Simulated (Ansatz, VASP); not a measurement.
# HgH3 in VASP and in Ansatz

```
Hg H
1.0
     3.29667    0.00000    0.00000
     0.00000    3.29667    0.00000
     0.00000    0.00000    3.29667
Hg H
1 3
Direct
  0.00000 0.00000 0.00000
  0.00000 0.50000 0.50000
  0.50000 0.00000 0.50000
  0.50000 0.50000 0.00000
```

Alike in both runs: functional PBE; k mesh 6 × 6 × 6; occupations gaussian, width 0.1 eV; no spin polarisation.

Ansatz relaxed the structure, and its values are those at the end. VASP's run is a single point on that final structure, the one shown.

|  | VASP | Ansatz |
| --- | --- | --- |
| version | VASP 6.6.1 | Ansatz 0.2.0 |
| potentials or method | VASP PAW PBE potentials, release 64 (Hg, H), cutoff 520 eV | scalar-relativistic, plane waves, PAW |
| valence electrons in the cell | 15 | 23 |

|  | VASP | Ansatz | Ansatz less VASP |
| --- | --- | --- | --- |
| gap on the k mesh at the Fermi level (eV) | none | none | - |
| pressure (GPa) | 0.4 | 0.2 | -0.17 |

A gap of «none» marks a metal or a gap that the smearing closes. With one functional, cell and mesh, what is left measures potentials, basis and numerics. VASP's potentials hold 15 valence electrons a cell and Ansatz's 23, so a difference there can come from the potentials and not from the codes.

Spin-orbit coupling is off throughout.
